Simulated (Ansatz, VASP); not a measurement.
**Two plane-wave programs on ZrSi2**

INCAR

```
SYSTEM = ZrSi2
PREC = Accurate
ENCUT = 520
EDIFF = 1E-6
ISMEAR = 0
SIGMA = 0.05
LREAL = .FALSE.
LASPH = .TRUE.
NELM = 100
ALGO = Normal
ISIF = 2
LWAVE = .FALSE.
LCHARG = .FALSE.
GGA = PE
NBANDS = 17
```

Contents of KPOINTS:

```
regular mesh
0
G
  14 14 14
  0 0 0
```

Contents of POSCAR:

```
ZrSi2
1.0
   -1.6438588907      1.6438588907      4.5852081499
    1.6438588907     -1.6438588907      4.5852081499
    1.6438588907      1.6438588907     -4.5852081499
Zr Si
1 2
Direct
    0.0218092607      0.0218092607      0.0000000000
    0.3100427431      0.3100427431      0.0000000000
    0.6899572569      0.6899572569      0.0000000000
```

Input for Ansatz:

```yaml
crystal:
  lattice:
    - [-1.6438588907, 1.6438588907, 4.5852081499]
    - [1.6438588907, -1.6438588907, 4.5852081499]
    - [1.6438588907, 1.6438588907, -4.5852081499]
  atoms:
    - { symbol: Zr, position: [0.0218092607, 0.0218092607, 0.0] }
    - { symbol: Si, position: [0.3100427431, 0.3100427431, 0.0] }
    - { symbol: Si, position: [0.6899572569, 0.6899572569, 0.0] }
basis:
  ecutwfc: 420
  ecutrho_ratio: 4
kpoints:
  mp_grid: { grid: [14, 14, 14] }
hamiltonian:
  xc: pbe
scf:
  occupations: { method: gaussian, width: 0.05 }
output:
  forces: true
  stress: true
  eigenvalues: true
```

Alike in both runs: task single point; functional PBE; k mesh 14 × 14 × 14; occupations gaussian, width 0.05 eV; no spin polarisation.

```csv
,VASP,Ansatz
version,VASP 6.6.1,Ansatz 0.2.0
potentials or method,"VASP PAW PBE potentials, release 64 (Zr_sv, Si), cutoff 520 eV","scalar-relativistic, plane waves, PAW"
valence electrons in the cell,20,20
```

Ansatz gave:

```
gap on the k mesh at the Fermi level (eV)                     : none
pressure (GPa)                                                : 2.3
traceless stress, the component that is largest in VASP (GPa) : 1.39
rms of the force components (eV/Å)                            : 0.806
```

Problem. Estimate VASP's values.

Solution. gap on the k mesh at the Fermi level (eV): none; pressure (GPa): 2.3; traceless stress, the component that is largest in VASP (GPa): 1.41; rms of the force components (eV/Å): 0.808.

Atom by atom the forces differ by 0.002 eV/Å (rms over components). A gap of «none» marks a metal or a gap that the smearing closes.
